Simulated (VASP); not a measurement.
# TaN in VASP: further runs

TaN is run at these levels: PBE; tasks: single point, relaxation of cell and atoms.

All numbers are computed with VASP 6.6.1; they aren't measurements. Logs are shortened: lines on timing, memory, paths and dates and some standing lists are left out, and cuts for length are marked.

### Step 1. The cell of the first run

Symmetry: R-3m, No. 166, trigonal system. Conventional cell: a = 3.118 Å, b = 3.118 Å, c = 7.680 Å, α = 90.00°, β = 90.00°, γ = 120.00°. Ta (site symmetry -3m) has 6 N at 2.21 Å within 2.9 Å. Within 2.9 Å of N (site symmetry -3m) lie 6 Ta at 2.21 Å.

### Step 2. Single point, PBE

Contents of INCAR:

```
PREC = Accurate ; ENCUT = 520
EDIFF = 1E-7 ; ISMEAR = 0
SIGMA = 0.1 ; LREAL = F
LASPH = T ; NELM = 100
ALGO = Normal ; ISIF = 2
LWAVE = F ; LCHARG = T
GGA = PE ; LELF = T
LVHAR = T ; NBANDS = 33
```

Contents of KPOINTS:

```
regular mesh
0
Gamma
  6 6 4
```

Contents of POSCAR:

```
TaN
1.0
    3.1182143036      0.0000002921      0.0000000000
   -1.5591074048      2.7004526553      0.0000000000
    0.0000000000      0.0000000000      7.6801128954
Ta N
3 3
Direct
    0.0000000000      0.0000000000      0.0000000000
    0.3333333333      0.6666666667      0.3333333333
    0.6666666667      0.3333333333      0.6666666667
    0.6666666667      0.3333333333      0.1666666667
    0.0000000000      0.0000000000      0.5000000000
    0.3333333333      0.6666666667      0.8333333333
```

Potentials or basis: VASP PAW PBE potentials, release 64 (Ta_pv, N).

Command:

```sh
cat potpaw_PBE.64/Ta_pv/POTCAR potpaw_PBE.64/N/POTCAR > POTCAR
mpirun -np 1 vasp_std > vasp.out
```

OUTCAR:

```text
PREC = Accurate
   ENCUT = 520
   EDIFF = 1E-7
   ISMEAR = 0
   LREAL = F
   LASPH = T
   NELM = 100
   ISIF = 2
   GGA = PE

 ion  position               nearest neighbor table
   1  0.000  0.000  0.000-   4 2.21   6 2.21   4 2.21   6 2.21   4 2.21   6 2.21   2 3.13   3 3.13
                             2 3.13   3 3.13   3 3.13   2 3.13
   2  0.333  0.667  0.333-   4 2.21   4 2.21   4 2.21   5 2.21   5 2.21   5 2.21   1 3.13   1 3.13
                             1 3.13   3 3.13   3 3.13   3 3.13
   3  0.667  0.333  0.667-   6 2.21   6 2.21   6 2.21   5 2.21   5 2.21   5 2.21   1 3.13   1 3.13
                             1 3.13   2 3.13   2 3.13   2 3.13
   4  0.667  0.333  0.167-   2 2.21   2 2.21   2 2.21   1 2.21   1 2.21   1 2.21
   5  0.000  0.000  0.500-   2 2.21   3 2.21   3 2.21   2 2.21   3 2.21   2 2.21
   6  0.333  0.667  0.833-   3 2.21   3 2.21   3 2.21   1 2.21   1 2.21   1 2.21

  LATTYP: Found a hexagonal cell.
 ALAT       =     3.1182143036
 C/A-ratio  =     2.4629843069

  Lattice vectors:

 A1 = (   3.1182143036,   0.0000002921,   0.0000000000)
 A2 = (  -1.5591074048,   2.7004526553,   0.0000000000)
 A3 = (   0.0000000000,   0.0000000000,   7.6801128954)

Analysis of symmetry for initial positions (statically):
=====================================================================
 Subroutine PRICEL returns following result:

  LATTYP: Found a trigonal (rhomboedric) cell.
 ALAT       =     3.1296772180
 COS(alpha) =     0.5036559432

  Lattice vectors:

 A1 = (   1.5591072360,  -0.9001507876,   2.5600376315)
 A2 = (  -0.0000001688,   1.8003018677,   2.5600376315)
 A3 = (  -1.5591070672,  -0.9001510800,   2.5600376323)

   3 primitive cells build up your supercell.

 Routine SETGRP: Setting up the symmetry group for a
 hexagonal supercell.

 Subroutine GETGRP returns: Found 12 space group operations
 (whereof 12 operations were pure point group operations)
 out of a pool of 24 trial point group operations.

The static configuration has the point symmetry D_3d.

Analysis of symmetry for dynamics (positions and initial velocities):
=====================================================================
 Subroutine PRICEL returns following result:

  LATTYP: Found a trigonal (rhomboedric) cell.
 ALAT       =     3.1296772180
 COS(alpha) =     0.5036559432

  Lattice vectors:

 A1 = (   1.5591072360,  -0.9001507876,   2.5600376315)
 A2 = (  -0.0000001688,   1.8003018677,   2.5600376315)
 A3 = (  -1.5591070672,  -0.9001510800,   2.5600376323)

   3 primitive cells build up your supercell.

 Routine SETGRP: Setting up the symmetry group for a
 hexagonal supercell.

 Subroutine GETGRP returns: Found 12 space group operations
 (whereof 12 operations were pure point group operations)
 out of a pool of 24 trial point group operations.

The dynamic configuration has the point symmetry D_3d.

 Subroutine INISYM returns: Found 12 space group operations
 (whereof 12 operations are pure point group operations),
 and found     3 'primitive' translations

----------------------------------------------------------------------------------------

                                     Primitive cell

  volume of cell :      21.5570

  direct lattice vectors                    reciprocal lattice vectors
     1.559107236 -0.900150788  2.560037632     0.320696385 -0.185154104  0.130206419
    -0.000000169  1.800301868  2.560037632    -0.000000035  0.370308268  0.130206419
    -1.559107067 -0.900151080  2.560037632    -0.320696350 -0.185154164  0.130206419

  length of vectors
     3.129677218  3.129677218  3.129677219     0.392532706  0.392532706  0.392532706

  position of ions in fractional coordinates (direct lattice)
     0.000000000  0.000000000  0.000000000
     0.500000000  0.500000000  0.500000000

  ion indices of the primitive-cell ions
   primitive index   ion index
                 1           1
                 2           4

----------------------------------------------------------------------------------------

 KPOINTS: regular mesh

Automatic generation of k-mesh.
 Grid dimensions read from file:
 generate k-points for:    6    6    4

 Generating k-lattice:

  Cartesian coordinates                     Fractional coordinates (reciprocal lattice)
     0.053449392  0.030859027  0.000000000     0.166666667  0.000000000  0.000000000
    -0.000000006  0.061718045  0.000000000     0.000000000  0.166666667  0.000000000
     0.000000000  0.000000000  0.032551605     0.000000000  0.000000000  0.250000000

  Length of vectors
     0.061718045  0.061718045  0.032551605

  Shift w.r.t. Gamma in fractional coordinates (k-lattice)
     0.000000000  0.000000000  0.000000000

 Subroutine IBZKPT returns following result:
 ===========================================

 Found     24 irreducible k-points:

 Following reciprocal coordinates:
            Coordinates               Weight
  0.000000  0.000000  0.000000      1.000000
  0.166667  0.000000  0.000000      6.000000
  0.333333  0.000000  0.000000      6.000000
  0.500000 -0.000000  0.000000      3.000000
  0.166667  0.166667  0.000000      6.000000
  0.333333  0.166667  0.000000     12.000000
[... 16 lines left out ...]
  0.333333  0.166667  0.500000     12.000000
  0.333333  0.333333  0.500000      2.000000
   k-points           NKPTS =     24   k-points in BZ     NKDIM =     24   number of bands    NBANDS=     33
   number of dos      NEDOS =    301   number of ions     NIONS =      6
   total plane-waves  NPLWV =  34560
   dimension x,y,z NGX =    24 NGY =   24 NGZ =   60
   dimension x,y,z NGXF=    48 NGYF=   48 NGZF=  120
   ions per type =               3   3
   NGX,Y,Z   is equivalent  to a cutoff of  12.80, 12.80, 12.99 a.u.
   NGXF,Y,Z  is equivalent  to a cutoff of  25.59, 25.59, 25.98 a.u.
 SYSTEM =  unknown system
   PREC   = accura    normal or accurate (medium, high low for compatibility)
   ISTART =      0    job   : 0-new  1-cont  2-samecut
   ICHARG =      2    charge: 1-file 2-atom 10-const
   ISPIN  =      1    spin polarized calculation?
   LNONCOLLINEAR =      F non collinear calculations
   LSORBIT =      F    spin-orbit coupling
   LASPH  =      T    aspherical Exc in radial PAW
   ENCUT  =  520.0 eV  38.22 Ry    6.18 a.u.   5.80  5.80 14.28*2*pi/ulx,y,z
   NELM   =    100;   NELMIN=  2; NELMDL= -5     # of ELM steps
   EDIFF  = 0.1E-06   stopping-criterion for ELM
   LREAL  =      F    real-space projection
   EDIFFG = 0.1E-05   stopping-criterion for IOM
   NSW    =      0    number of steps for IOM
   IBRION =     -1    ionic relax: 0-MD 1-quasi-New 2-CG
   NFREE  =      0    steps in history (QN), initial steepest desc. (CG)
   ISIF   =      2    stress and relaxation
   ISYM   =      2    0-nonsym 1-usesym 2-fastsym
   POTIM  = 0.5000    time-step for ionic-motion
   TEBEG  =    0.0;   TEEND  =   0.0 temperature during run
   PSTRESS=    0.0 pullay stress
   NELECT =      48.0000    total number of electrons
   NUPDOWN=      -1.0000    fix difference up-down
   EMIN   =  10.00;   EMAX   =-10.00  energy-range for DOS
   EFERMI =   0.00;   METHOD = LEGACY
   ISMEAR =     0;   SIGMA  =   0.10  broadening in eV -4-tet -1-fermi 0-gaus
   EFERMI_NEDOS =   21; number of points for ismear=-14 and -15
   IALGO  =     38    algorithm
   IMIX   =      4    mixing-type and parameters
     AMIX     =   0.40;   BMIX     =  1.00
     AMIX_MAG =   1.60;   BMIX_MAG =  1.00
  volume/ion in A,a.u.               =      10.78        72.74
  Fermi-wavevector in a.u.,A,eV,Ry     =   1.482240  2.801027 29.892481  2.197035
  Thomas-Fermi vector in A             =   2.596051
   LORBIT       =      0    0 simple, 1 ext, 2 COOP (PROOUT), +10 PAW based schemes
   GGA     = PE    functional components
   LHFCALC =     F    Hartree Fock is set to
   AEXX    =    0.0000 exact exchange contribution
   IVDW    =     0    specifies the selected vdW correction
   LEPSILON=     F    determine dielectric tensor
   LRPA    =     F    only Hartree local field effects (RPA)
 non-spin polarized calculation
 Gauss-broadening in eV      SIGMA  =   0.10
  energy-cutoff  :      520.00
  volume of cell :       64.67
 maximum number of plane-waves:      1750
 NGX is ok and might be reduce to    24
   NGX = 11   NGY = 11   NGZ = 29

 number of electron      47.9999994 magnetization

 Free energy of the ion-electron system (eV)
  ---------------------------------------------------
  ext. energy  EPLUGINS =         0.00000000
  ---------------------------------------------------
  free energy    TOTEN  =       -65.44354241 eV

  energy without entropy =      -65.43652529  energy(sigma->0) =      -65.44003385

 E-fermi :   9.3223     XC(G=0): -13.3620

 val. band max:        9.3214342056   @ k =   0.3333   0.3333   0.5000
 cond. band min:       9.4486034892   @ k =   0.0000   0.0000   0.0000
 fundamental gap:      0.1271692835
 Fermi energy:         9.3223082711

 k-point     1 :       0.0000    0.0000    0.0000
  band No.  band energies     occupation
      1     -27.0460      2.00000
      2     -27.0460      2.00000
      3     -26.4706      2.00000
      4     -26.4706      2.00000
      5     -26.4706      2.00000
      6     -26.4706      2.00000
[... 25 lines left out ...]
     32       9.9871      0.00000
     33      10.7973      0.00000

 k-point     2 :       0.1667    0.0000    0.0000
  band No.  band energies     occupation
      1     -27.0172      2.00000
      2     -27.0109      2.00000
      3     -26.6292      2.00000
      4     -26.5951      2.00000
      5     -26.5598      2.00000
      6     -26.5411      2.00000
[... 25 lines left out ...]
     32      11.3309      0.00000
     33      12.4184      0.00000

 k-point     3 :       0.3333    0.0000    0.0000
  band No.  band energies     occupation
      1     -27.0516      2.00000
      2     -27.0377      2.00000
      3     -26.9458      2.00000
      4     -26.7464      2.00000
      5     -26.6936      2.00000
      6     -26.6369      2.00000
[... 25 lines left out ...]
     32      13.0617      0.00000
     33      13.1688      0.00000

 k-point     4 :       0.5000   -0.0000    0.0000
  band No.  band energies     occupation
      1     -27.1356      2.00000
      2     -27.1356      2.00000
      3     -27.1074      2.00000
      4     -26.6991      2.00000
      5     -26.6809      2.00000
      6     -26.6266      2.00000
[... 25 lines left out ...]
     32      13.7799      0.00000
     33      14.4701      0.00000

 k-point     5 :       0.1667    0.1667    0.0000
  band No.  band energies     occupation
      1     -27.0026      2.00000
      2     -27.0026      2.00000
      3     -26.8237      2.00000
      4     -26.7211      2.00000
      5     -26.7211      2.00000
      6     -26.5693      2.00000
[... 604 lines left out ...]
 k-point    22 :       0.1667    0.1667    0.5000
  band No.  band energies     occupation
      1     -27.0287      2.00000
      2     -26.9085      2.00000
      3     -26.9085      2.00000
      4     -26.7999      2.00000
      5     -26.6132      2.00000
      6     -26.5518      2.00000
[... 25 lines left out ...]
     32      12.3521      0.00000
     33      12.9177      0.00000

 k-point    23 :       0.3333    0.1667    0.5000
  band No.  band energies     occupation
      1     -27.1329      2.00000
      2     -27.0138      2.00000
      3     -26.9738      2.00000
      4     -26.8403      2.00000
      5     -26.7094      2.00000
      6     -26.6914      2.00000
[... 25 lines left out ...]
     32      13.1993      0.00000
     33      14.0916      0.00000

 k-point    24 :       0.3333    0.3333    0.5000
  band No.  band energies     occupation
      1     -27.0184      2.00000
      2     -27.0184      2.00000
      3     -27.0184      2.00000
      4     -26.8026      2.00000
      5     -26.8026      2.00000
      6     -26.8026      2.00000
[... 25 lines left out ...]
     32      13.9412      0.00000
     33      13.9412      0.00000

------------------------ aborting loop because EDIFF is reached ----------------------------------------

  FORCE on cell =-STRESS in cart. coord.  units (eV):
  Direction    XX          YY          ZZ          XY          YZ          ZX
  --------------------------------------------------------------------------------------
  -------------------------------------------------------------------------------------
  Total        0.2180181      0.2180181      0.3217535     -0.0000000     -0.0000000      0.0000000
  in kB        5.4012343      5.4012343      7.9711998     -0.0000000     -0.0000000      0.0000000
  external PRESSURE =       6.2578895 kB  Pullay stress =       0.0000000 kB

 VOLUME and BASIS-vectors are now :
 -----------------------------------------------------------------------------
  energy-cutoff  :      520.00
  volume of cell :       64.67
      direct lattice vectors                 reciprocal lattice vectors
     3.118214304  0.000000292  0.000000000     0.320696350  0.185154164  0.000000000
    -1.559107405  2.700452655  0.000000000    -0.000000035  0.370308268  0.000000000
     0.000000000  0.000000000  7.680112895     0.000000000  0.000000000  0.130206419

 POSITION                                       TOTAL-FORCE (eV/Angst)
 -----------------------------------------------------------------------------------
      0.00000      0.00000      0.00000         0.000000     -0.000000     -0.000000
     -0.00000      1.80030      2.56004        -0.000000     -0.000000     -0.000000
      1.55911      0.90015      5.12008         0.000000      0.000000     -0.000000
      1.55911      0.90015      1.28002         0.000000      0.000000      0.000000
      0.00000      0.00000      3.84006         0.000000      0.000000     -0.000000
     -0.00000      1.80030      6.40009        -0.000000     -0.000000     -0.000000
 -----------------------------------------------------------------------------------
    total drift:                               -0.000000      0.000000     -0.000000

  FREE ENERGIE OF THE ION-ELECTRON SYSTEM (eV)
  ---------------------------------------------------
  free  energy   TOTEN  =       -65.4435424137 eV

  energy  without entropy=      -65.4365252861  energy(sigma->0) =      -65.44003385
```

Run time: 50 s. Hardware: 1 thread of AMD EPYC 7R43 (Zen 3), shared host; peak memory 0.16 GiB.

What came out:

```yaml
Free_energy: -65.4435 eV
Pressure: 0.6 GPa
Band_gap_on_the_k_mesh: zero (band 24 reaches 11.18 eV, above the bottom of band 25 at 8.19 eV)
```

Caveat: the k points lie up to 0.39 Å⁻¹ apart; spin-orbit coupling is left out, which moves the levels of the heavy elements.

### Step 3. Single point, PBE

Contents of INCAR:

```
  PREC = Accurate
  ENCUT = 520
  EDIFF = 1E-6
  ISMEAR = 0
  SIGMA = 0.1
  LREAL = False
  LASPH = True
  NELM = 80
  ALGO = Normal
  ISIF = 2
  LWAVE = False
  LCHARG = False
  GGA = PE
  NBANDS = 33
```

Contents of KPOINTS:

```
Automatic mesh
0
Gamma
  12 12 6
```

Edit POSCAR of step 2 so:

```diff
@@ -2,5 +2,5 @@
 1.0
-    3.1182143036      0.0000002921      0.0000000000
-   -1.5591074048      2.7004526553      0.0000000000
-    0.0000000000      0.0000000000      7.6801128954
+    3.1298722657      0.0000002932      0.0000000000
+   -1.5649363868      2.7105487461      0.0000000000
+    0.0000000000      0.0000000000      7.6186303002
 Ta N
```

Potentials or basis: VASP PAW PBE potentials, release 64 (Ta_pv, N).

Command:

```sh
cat potpaw_PBE.64/Ta_pv/POTCAR potpaw_PBE.64/N/POTCAR > POTCAR
mpirun -np 1 vasp_std > vasp.out
```

Run time: 2.9 min. Hardware: 1 thread of AMD EPYC 7R43 (Zen 3), shared host; peak memory 0.26 GiB.

The run converged. Its results:

| Property | Result |
| --- | --- |
| Free energy | -65.4846 eV |
| Pressure | 0.8 GPa |
| Band gap on the k mesh | zero (band 24 reaches 11.20 eV, above the bottom of band 25 at 7.96 eV) |

Levels at points of the mesh, in eV from the Fermi level:
| k point | band 20 | band 21 | band 22 | band 23 | band 24 | band 25 | band 26 | band 27 | band 28 | band 29 |
| --- | --- | --- | --- | --- | --- | --- | --- | --- | --- | --- |
| (0.00, 0.00, 0.00) | -3.79 | -3.75 | -2.09 | -2.09 | -1.99 | 0.06 | 0.06 | 0.07 | 0.07 | 0.62 |
| (0.50, 0.00, 0.00) | -5.36 | -4.61 | -4.58 | -0.50 | -0.50 | 2.09 | 2.12 | 2.12 | 2.15 | 2.15 |
| (0.00, 0.00, 0.50) | -5.32 | -5.32 | -1.29 | -1.29 | -1.24 | -1.24 | -1.24 | -1.24 | 1.91 | 1.91 |
| (0.50, 0.00, 0.50) | -5.54 | -5.54 | -3.21 | -3.21 | 1.81 | 1.85 | 2.01 | 2.88 | 2.88 | 2.93 |

Caveat: spin-orbit coupling is left out, which moves the levels of the heavy elements.

(Continued in part 2 of 2.)
